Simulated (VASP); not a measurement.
Here is a VASP 6.6.1 calculation.

The input INCAR:

```
SYSTEM = InGaO
PREC = Accurate ; ENCUT = 520
EDIFF = 1E-6 ; ISMEAR = 0
SIGMA = 0.1 ; LREAL = .False.
LASPH = .True. ; NELM = 80
ALGO = Normal ; ISIF = 2
LWAVE = .False. ; LCHARG = .False.
GGA = PE ; NBANDS = 41
```

The input KPOINTS:

```
Automatic mesh
0
Gamma
  12 12 4
  0 0 0
```

File POSCAR:

```
InGaO
1.0
    3.3848774565      0.0000000000      0.0000000000
   -1.6924387283      2.9313898660      0.0000000000
    0.0000000000      0.0000000000     11.8941617222
In Ga O
2 2 2
Direct
    0.0000000000      0.0000000000      0.0000000000
    0.0000000000      0.0000000000      0.5000000000
    0.3333333333      0.6666666667      0.7500000000
    0.6666666667      0.3333333333      0.2500000000
    0.3333333333      0.6666666667      0.2500000000
    0.6666666667      0.3333333333      0.7500000000
```

Potentials or basis: VASP PAW PBE potentials, release 64 (In_d, Ga_d, O).

Run with:

```console
$ cat potpaw_PBE.64/In_d/POTCAR potpaw_PBE.64/Ga_d/POTCAR potpaw_PBE.64/O/POTCAR > POTCAR
$ mpirun -np 1 vasp_std > vasp.out
```

Task: What does it give for the pressure?

Result: 0.2 GPa.

Task: What does it give for the band gap on the k mesh?

Result: Zero (band 32 reaches 5.91 eV, above the bottom of band 33 at 5.32 eV).

Stress tensor (GPa, compression positive):
```
 0.32  0.00  0.00
 0.00  0.32  0.00
 0.00  0.00 -0.05
```

Caveat: spin-orbit coupling is left out, which moves the levels of the heavy elements.
